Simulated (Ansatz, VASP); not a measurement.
# SiC in VASP and in Ansatz

File POSCAR:

```
SiC
1.0
    0.0000000000      2.1740000000      2.1740000000
    2.1740000000      0.0000000000      2.1740000000
    2.1740000000      2.1740000000      0.0000000000
Si C
1 1
Direct
   -0.0034072643     -0.0034072643     -0.0034072643
    0.7579671150      0.7579671150      0.7579671150
```

INCAR.step1

```
SYSTEM = SiC
PREC = Accurate
ENCUT = 520
ISMEAR = 0
SIGMA = 0.05
LREAL = .FALSE.
LASPH = .TRUE.
NELM = 100
NBANDS = 11
GGA = PE
ALGO = Normal
EDIFF = 1E-4
LWAVE = .TRUE.
LCHARG = .FALSE.
```

The input INCAR.step2:

```
SYSTEM = SiC
PREC = Accurate
ENCUT = 520
EDIFF = 1E-7
ISMEAR = 0
SIGMA = 0.05
LREAL = .FALSE.
LASPH = .TRUE.
NELM = 100
ALGO = Normal
ISIF = 2
LWAVE = .FALSE.
LCHARG = .TRUE.
METAGGA = R2SCAN
LMIXTAU = .TRUE.
LELF = .TRUE.
LVHAR = .TRUE.
NBANDS = 11
ISTART = 1
```

Contents of KPOINTS:

```
regular mesh
0
G
  12 12 12
  0 0 0
```

Input for Ansatz:

```yaml
crystal:
  lattice:
    - [0.0, 2.174, 2.174]
    - [2.174, 0.0, 2.174]
    - [2.174, 2.174, 0.0]
  atoms:
    - { symbol: Si, position: [-0.0034072643, -0.0034072643, -0.0034072643] }
    - { symbol: C, position: [0.757967115, 0.757967115, 0.757967115] }
basis:
  ecutwfc: 500
kpoints:
  mp_grid: { grid: [12, 12, 12] }
hamiltonian:
  xc: r2scan
scf:
  occupations: { method: gaussian, width: 0.05 }
output:
  forces: true
  stress: true
  eigenvalues: true
```

Change from the starting cell: mode 4 (803.6 1/cm) frozen in, largest displacement +0.060 Å.

Alike in both runs: task single point; functional r2SCAN; k mesh 12 × 12 × 12; occupations gaussian, width 0.05 eV; no spin polarisation.

|  | VASP | Ansatz |
| --- | --- | --- |
| version | VASP 6.6.1 | Ansatz 0.2.0 |
| potentials or method | VASP PAW PBE potentials, release 64 (Si, C), cutoff 520 eV | scalar-relativistic, plane waves, PAW |
| valence electrons in the cell | 8 | 8 |

Ansatz gave:

- gap on the k mesh at the Fermi level (eV): 1.45
- least direct gap on the mesh (eV): 4.91
- pressure (GPa): 2.4
- traceless stress, the component that is largest in VASP (GPa): 3.91
- rms of the force components (eV/Å): 1.174

Problem. Estimate VASP's values.

Solution. gap on the k mesh at the Fermi level (eV): 1.46; least direct gap on the mesh (eV): 4.92; pressure (GPa): 2.2; traceless stress, the component that is largest in VASP (GPa): 3.88; rms of the force components (eV/Å): 1.170.

VASP's potentials were made for PBE, not for r2SCAN. Atom by atom the forces differ by 0.004 eV/Å (rms over components). With one functional, cell and mesh, what is left measures potentials, basis and numerics.
